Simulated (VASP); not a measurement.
# Ta5O in VASP: notebook

Ta5O is run at these levels: PBEsol; tasks: single point.

Everything below comes from runs of VASP 6.6.1. Logs are shortened: lines on timing, memory, paths and dates and some standing lists are left out, and cuts for length are marked.

## (1) The cell of the first run

The cell holds a slab with vacuum, 6 atoms: a = 3.281 Å, b = 3.281 Å, c = 25.561 Å, α = 90.00°, β = 90.00°, γ = 90.00°.

## (2) Single point, PBEsol

INCAR

```
SYSTEM = Ta5O
  PREC = Accurate
  ENCUT = 520
  EDIFF = 1E-6
  ISMEAR = 0
  SIGMA = 0.1
  LREAL = .False.
  LASPH = .True.
  NELM = 80
  ALGO = Normal
  ISIF = 2
  LWAVE = .False.
  LCHARG = .False.
  LDIPOL = .True.
  IDIPOL = 3
  DIPOL = 0.5 0.5 0.491
  GGA = PS
  NBANDS = 40
```

KPOINTS

```
regular mesh
0
Gamma
  9 9 1
  0 0 0
```

POSCAR

```
Ta5O
1.0
    3.2805195245      0.0000000000      0.0000000000
    0.0000000000      3.2805195245      0.0000000000
    0.0000000000      0.0000000000     25.5610390491
Ta O
5 1
Direct
    0.5000000000      0.5000000000      0.3325373427
    0.0000000000      0.0000000000      0.3967076512
    0.5000000000      0.5000000000      0.4611411134
    0.0000000000      0.0000000000      0.5263369579
    0.5000000000      0.5000000000      0.5815099130
    0.5000000000      0.5000000000      0.6493848370
```

Potentials or basis: VASP PAW PBE potentials, release 64 (Ta_pv, O).

The run is started by

```
$ cat potpaw_PBE.64/Ta_pv/POTCAR potpaw_PBE.64/O/POTCAR > POTCAR
$ mpirun -np 1 vasp_std > vasp.out
```

OUTCAR:

```text
SYSTEM = Ta5O
   PREC = Accurate
   ENCUT = 520
   EDIFF = 1E-6
   ISMEAR = 0
   LREAL = .False.
   LASPH = .True.
   NELM = 80
   ISIF = 2
   GGA = PS

 ion  position               nearest neighbor table
   1  0.500  0.500  0.333-   2 2.84   2 2.84   2 2.84   2 2.84   3 3.29
   2  0.000  0.000  0.397-   1 2.84   1 2.84   1 2.84   1 2.84   3 2.84   3 2.84   3 2.84   3 2.84
                             4 3.31
   3  0.500  0.500  0.461-   2 2.84   2 2.84   2 2.84   2 2.84   4 2.86   4 2.86   4 2.86   4 2.86
                             5 3.08   1 3.29
   4  0.000  0.000  0.526-   5 2.71   5 2.71   5 2.71   5 2.71   3 2.86   3 2.86   3 2.86   3 2.86
                             2 3.31
   5  0.500  0.500  0.582-   6 1.73   4 2.71   4 2.71   4 2.71   4 2.71   3 3.08
   6  0.500  0.500  0.649-   5 1.73

  LATTYP: Found a simple tetragonal cell.
 ALAT       =     3.2805195245
 C/A-ratio  =     7.7917655598

  Lattice vectors:

 A1 = (   3.2805195245,   0.0000000000,   0.0000000000)
 A2 = (   0.0000000000,   3.2805195245,   0.0000000000)
 A3 = (   0.0000000000,   0.0000000000,  25.5610390491)

Analysis of symmetry for initial positions (statically):
=====================================================================
 Subroutine PRICEL returns:
 Original cell was already a primitive cell.

 Routine SETGRP: Setting up the symmetry group for a
 simple tetragonal supercell.

 Subroutine GETGRP returns: Found  8 space group operations
 (whereof  8 operations were pure point group operations)
 out of a pool of 16 trial point group operations.

The static configuration has the point symmetry C_4v.

Analysis of symmetry for dynamics (positions and initial velocities):
=====================================================================
 Subroutine PRICEL returns:
 Original cell was already a primitive cell.

 Routine SETGRP: Setting up the symmetry group for a
 simple tetragonal supercell.

 Subroutine GETGRP returns: Found  8 space group operations
 (whereof  8 operations were pure point group operations)
 out of a pool of 16 trial point group operations.

The dynamic configuration has the point symmetry C_4v.

 Subroutine INISYM returns: Found  8 space group operations
 (whereof  8 operations are pure point group operations),
 and found     1 'primitive' translations

----------------------------------------------------------------------------------------

[... 99 lines left out ...]
   TEBEG  =    0.0;   TEEND  =   0.0 temperature during run
   PSTRESS=    0.0 pullay stress
   NELECT =      61.0000    total number of electrons
   NUPDOWN=      -1.0000    fix difference up-down
   EMIN   =  10.00;   EMAX   =-10.00  energy-range for DOS
   EFERMI =   0.00;   METHOD = LEGACY
   ISMEAR =     0;   SIGMA  =   0.10  broadening in eV -4-tet -1-fermi 0-gaus
   EFERMI_NEDOS =   21; number of points for ismear=-14 and -15
   IALGO  =     38    algorithm
   IMIX   =      4    mixing-type and parameters
     AMIX     =   0.40;   BMIX     =  1.00
     AMIX_MAG =   1.60;   BMIX_MAG =  1.00
  volume/ion in A,a.u.               =      45.85       309.39
  Fermi-wavevector in a.u.,A,eV,Ry     =   0.990901  1.872531 13.359349  0.981884
  Thomas-Fermi vector in A             =   2.122604
   LORBIT       =      0    0 simple, 1 ext, 2 COOP (PROOUT), +10 PAW based schemes
   GGA     = PS    functional components
   LHFCALC =     F    Hartree Fock is set to
   AEXX    =    0.0000 exact exchange contribution
   IVDW    =     0    specifies the selected vdW correction
   LEPSILON=     F    determine dielectric tensor
   LRPA    =     F    only Hartree local field effects (RPA)
 non-spin polarized calculation
 Gauss-broadening in eV      SIGMA  =   0.10
  energy-cutoff  :      520.00
  volume of cell :      275.08
 maximum number of plane-waves:      7464
   NGX = 13   NGY = 13   NGZ = 95

 dipolmoment           0.000000      0.000000     -0.075566 electrons x Angstroem

 number of electron      61.0000018 magnetization

 dipolmoment           0.000000      0.000000      0.282746 electrons x Angstroem

 Free energy of the ion-electron system (eV)
  ---------------------------------------------------
  ext. energy  EPLUGINS =         0.00000000
  ---------------------------------------------------
  free energy    TOTEN  =       -66.35455178 eV

  energy without entropy =      -66.32752646  energy(sigma->0) =      -66.34103912

 E-fermi :  -2.3072     XC(G=0):  -5.3099

 val. band max:       -2.3384881792   @ k =   0.2222   0.2222   0.0000
 cond. band min:      -2.3034829934   @ k =   0.4444   0.0000   0.0000
 fundamental gap:      0.0350051858
 Fermi energy:        -2.3072291802

 k-point     1 :       0.0000    0.0000    0.0000
  band No.  band energies     occupation
      1     -37.1195      2.00000
      2     -36.9219      2.00000
      3     -36.9219      2.00000
      4     -36.3165      2.00000
      5     -36.1824      2.00000
      6     -36.1824      2.00000
[... 634 lines left out ...]
     39       2.1394      0.00000
     40       2.1441      0.00000

------------------------ aborting loop because EDIFF is reached ----------------------------------------

 vacuum level on the upper side and lower side of the slab       (xc-potential included)         1.927        -2.768

  FORCE on cell =-STRESS in cart. coord.  units (eV):
  Direction    XX          YY          ZZ          XY          YZ          ZX
  --------------------------------------------------------------------------------------
  -------------------------------------------------------------------------------------
  Total       -0.8720311     -0.8720311      3.5920779      0.0000000     -0.0000000      0.0000000
  in kB       -5.0790066     -5.0790066     20.9214879      0.0000000     -0.0000000      0.0000000
  external PRESSURE =       3.5878249 kB  Pullay stress =       0.0000000 kB

 VOLUME and BASIS-vectors are now :
 -----------------------------------------------------------------------------
  energy-cutoff  :      520.00
  volume of cell :      275.08
      direct lattice vectors                 reciprocal lattice vectors
     3.280519524  0.000000000  0.000000000     0.304829766  0.000000000  0.000000000
     0.000000000  3.280519524  0.000000000     0.000000000  0.304829766  0.000000000
     0.000000000  0.000000000 25.561039049     0.000000000  0.000000000  0.039122040

 POSITION                                       TOTAL-FORCE (eV/Angst)
 -----------------------------------------------------------------------------------
      1.64026      1.64026      8.50000        -0.000000     -0.000000      1.295227
      0.00000      0.00000     10.14026        -0.000000     -0.000000     -1.248569
      1.64026      1.64026     11.78725        -0.000000      0.000000     -0.519896
      0.00000      0.00000     13.45372        -0.000000     -0.000000     -2.567301
      1.64026      1.64026     14.86400         0.000000      0.000000      2.591731
      1.64026      1.64026     16.59895        -0.000000      0.000000      0.448809
 -----------------------------------------------------------------------------------
    total drift:                                0.000000      0.000000      0.000893

  FREE ENERGIE OF THE ION-ELECTRON SYSTEM (eV)
  ---------------------------------------------------
  free  energy   TOTEN  =       -66.3545517822 eV

  energy  without entropy=      -66.3275264587  energy(sigma->0) =      -66.34103912

 vacuum level on the upper side and lower side of the slab         6.196         1.388
```

Wall time 4.5 min (1 thread of Intel Xeon 6975P-C (Granite Rapids), shared host); peak memory 0.39 GiB.

What came out:

```yaml
Free_energy: -66.3546 eV
Largest_force: 2.592 eV/Å
```

Forces on the atoms (eV/Å):
```
Ta   0.000  0.000  1.295
Ta   0.000  0.000 -1.249
Ta   0.000  0.000 -0.520
Ta   0.000  0.000 -2.567
Ta   0.000  0.000  2.592
O    0.000  0.000  0.449
```

Caveat: the PAW data sets were made with another functional, which shifts forces and pressure a little; spin-orbit coupling is left out, which moves the levels of the heavy elements; an odd number of electrons without spin polarisation forces a metal; a magnetic or distorted state may lie lower.

## (3) Single point, PBEsol

INCAR

```
SYSTEM = Ta5O
PREC = Accurate
ENCUT = 520
EDIFF = 1E-7
ISMEAR = 0
SIGMA = 0.1
LREAL = .FALSE.
LASPH = .TRUE.
NELM = 80
ALGO = Normal
ISIF = 2
LWAVE = .FALSE.
LCHARG = .FALSE.
LDIPOL = .TRUE.
IDIPOL = 3
DIPOL = 0.5 0.5 0.485
GGA = PS
NBANDS = 40
```

KPOINTS

```
Automatic mesh
0
G
  9 9 1
  0 0 0
```

POSCAR, as its differences from that of step 2:

```diff
@@ -13,2 +13,2 @@
     0.5000000000      0.5000000000      0.5815099130
-    0.5000000000      0.5000000000      0.6493848370
+    1.0000000000      1.0000000000      0.6111930817
```

Potentials or basis: VASP PAW PBE potentials, release 64 (Ta_pv, O).

The run is started by

```
$ cat potpaw_PBE.64/Ta_pv/POTCAR potpaw_PBE.64/O/POTCAR > POTCAR
$ mpirun -np 1 vasp_std > vasp.out
```

Run time: 3.3 min. Hardware: 1 thread of Intel Xeon 6975P-C (Granite Rapids), shared host; peak memory 0.38 GiB.

It converged, with:

```
Free energy   : -67.7591 eV
Largest force : 3.102 eV/Å
```

Forces in eV/Å, atoms in the order of the input:
```
Ta   0.000  0.000  1.391
Ta   0.000  0.000 -1.156
Ta   0.000  0.000 -0.336
Ta   0.000  0.000 -3.046
Ta   0.000  0.000  3.102
O    0.000  0.000  0.045
```

Levels at points of the mesh, in eV from the Fermi level:
```tsv
k point	band 27	band 28	band 29	band 30	band 31	band 32	band 33	band 34
(0.00, 0.00, 0.00)	-0.09	-0.05	0.12	0.33	0.33	0.48	0.48	0.86
```

Caveat: the PAW data sets were made with another functional, which shifts forces and pressure a little; spin-orbit coupling is left out, which moves the levels of the heavy elements; an odd number of electrons without spin polarisation forces a metal; a magnetic or distorted state may lie lower.
